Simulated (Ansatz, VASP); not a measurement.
Ca: VASP beside Ansatz

The input INCAR:

```
SYSTEM = Ca
PREC = Accurate
ENCUT = 520
EDIFF = 1E-6
ISMEAR = -1
SIGMA = 0.1
LREAL = .False.
LASPH = .True.
NELM = 80
ALGO = Normal
ISIF = 2
LWAVE = .False.
LCHARG = .True.
GGA = PS
LELF = .True.
LVHAR = .True.
NBANDS = 28
```

KPOINTS

```
regular mesh
0
Gamma
  11 11 3
  0 0 0
```

The input POSCAR:

```
Ca
1.0
    3.9053499743      0.0000000000      0.0000000000
   -1.9526749871      3.3821322884      0.0000000000
    0.0000000000      0.0000000000     12.8222402255
Ca
4
Direct
    1.0000000000      0.0000000000      1.0000000000
    1.0000000000      0.0000000000      0.5000000000
    0.3333333333      0.6666666667      0.2500000000
    0.6666666667      0.3333333333      0.7500000000
```

Input for Ansatz:

```yaml
crystal:
  lattice:
    - [3.9053499743, 0.0, 0.0]
    - [-1.9526749871, 3.3821322884, 0.0]
    - [0.0, 0.0, 12.8222402255]
  atoms:
    - { symbol: Ca, position: [1.0, 0.0, 1.0] }
    - { symbol: Ca, position: [1.0, 0.0, 0.5] }
    - { symbol: Ca, position: [0.3333333333, 0.6666666667, 0.25] }
    - { symbol: Ca, position: [0.6666666667, 0.3333333333, 0.75] }
hamiltonian:
  xc: pbesol
  pseudopotentials:
    kind: paw
    azcp:
      Ca: "pseudopotentials/Ca.paw.azcp"
basis:
  ecutwfc: 420
  fft_grid_basis: typed
kpoints:
  mp_grid: { grid: [11, 11, 3], shift: [0, 0, 0] }
magnetization:
  spin_polarized: false
scf:
  occupations: { method: fermi_dirac, width: 0.1 }
  lower_state_search: "off"
output:
  stress: true
```

Alike in both runs: task single point; functional PBEsol; k mesh 11 × 11 × 3; occupations fermi-dirac, width 0.1 eV; no spin polarisation.

|  | VASP | Ansatz |
| --- | --- | --- |
| version | VASP 6.6.1 | Ansatz 0.2.0 |
| potentials or method | VASP PAW PBE potentials, release 64 (Ca_sv), cutoff 520 eV | plane waves (420 eV) with PAW, scalar-relativistic |
| valence electrons in the cell | 40 | 40 |

VASP gave:

* pressure (GPa): -0.6

Problem. Which values does Ansatz return?

Solution. Pressure (GPa): -0.7.

VASP's potentials were made for PBE, not for PBEsol, and Ansatz warns of the same on its side.
